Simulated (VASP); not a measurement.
Wanted: the native input for a VASP 6.6.1 run.

```
Task                   : single point
Functional             : PBEsol
Potentials or basis    : VASP PAW PBE potentials, release 64 (Ga_d, P)
Cutoff                 : 520 eV
k mesh                 : 8 × 8 × 8
Occupations            : gaussian, width 0.02 eV
Spin                   : no spin polarisation
Dipole correction      : no
Further INCAR settings : ALGO = Normal; EDIFF = 1e-06; NBANDS = 16
```

The structure of GaP lies in POSCAR:

```
GaP
1.0
    0.0000000000      2.7189413673      2.7189413673
    2.7189413673      0.0000000000      2.7189413673
    2.7189413673      2.7189413673      0.0000000000
Ga P
1 1
Direct
    0.0000000000      0.0000000000      0.0000000000
    0.7500000000      0.7500000000      0.7500000000
```

One way to write it, as run:

INCAR

```
SYSTEM = GaP
  PREC = Accurate
  ENCUT = 520
  EDIFF = 1E-6
  ISMEAR = 0
  SIGMA = 0.02
  LREAL = .FALSE.
  LASPH = .TRUE.
  NELM = 80
  ALGO = Normal
  ISIF = 2
  LWAVE = .FALSE.
  LCHARG = .FALSE.
  GGA = PS
  NBANDS = 16
```

KPOINTS

```
regular mesh
0
G
  8 8 8
  0 0 0
```

Potentials or basis: VASP PAW PBE potentials, release 64 (Ga_d, P).

Launch:

```sh
$ cat potpaw_PBE.64/Ga_d/POTCAR potpaw_PBE.64/P/POTCAR > POTCAR
$ mpirun -np 1 vasp_std > vasp.out
```

It gave:

| Quantity | Value |
| --- | --- |
| Pressure | -0.1 GPa |
| Band gap on the k mesh | 1.50 eV, indirect (least direct gap 1.81 eV) |

Caveat: the PAW data sets were made with another functional, which shifts forces and pressure a little.

Run time: 13 s on 1 thread of Intel(R) Xeon(R) Platinum 8488C (Sapphire Rapids), with other jobs on the host, peak memory 0.16 GiB.
